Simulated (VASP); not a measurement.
Here is a VASP 6.6.1 calculation.

Contents of INCAR:

```
PREC = Accurate
ENCUT = 520
EDIFF = 1E-7
ISMEAR = 0
SIGMA = 0.1
LREAL = Auto
LASPH = T
NELM = 60
ALGO = Fast
ISIF = 2
LWAVE = F
LCHARG = F
LDIPOL = T
IDIPOL = 3
DIPOL = 0.5 0.5 0.474
GGA = PE
IVDW = 12
NBANDS = 105
```

File KPOINTS:

```
regular mesh
0
Gamma
  6 6 1
```

File POSCAR:

```
Ta16S
1.0
    5.6896945746      0.0000000000      0.0000000000
   -1.8965648582      5.3642954888      0.0000000000
    0.0000000000      0.0000000000     25.9684242500
Ta S
16 1
Direct
    0.2500000000      0.2500000000      0.3273205920
    0.2500000000      0.7500000000      0.3273205920
    0.7500000000      0.2500000000      0.3273205920
    0.7500000000      0.7500000000      0.3273205920
    0.5000000000      0.5000000000      0.4167679940
    0.5000000000      0.0000000000      0.4167679940
    0.0000000000      0.5000000000      0.4167679940
    0.0000000000      0.0000000000      0.4167679940
    0.7480842644      0.7480842644      0.5047692935
    0.7507760875      0.2492239125      0.5073274428
    0.2492239125      0.7507760875      0.5073274428
    0.2519157356      0.2519157356      0.5047692935
    0.0000000000      0.0000000000      0.5952268633
    0.0000000000      0.5000000000      0.5958150492
    0.5000000000      0.0000000000      0.5958150492
    0.5000000000      0.5000000000      0.5897619332
    0.0000000000      0.0000000000      0.6816353522
```

Potentials or basis: VASP PAW PBE potentials, release 64 (Ta_pv, S).

Command:

```sh
$ cat potpaw_PBE.64/Ta_pv/POTCAR potpaw_PBE.64/S/POTCAR > POTCAR
$ mpirun -np 1 vasp_std > vasp.out
```

(1) Estimate the largest force.

(2) Predict the dispersion energy per atom.

Answers

(1) 0.594 eV/Å.

(2) -0.476 eV.
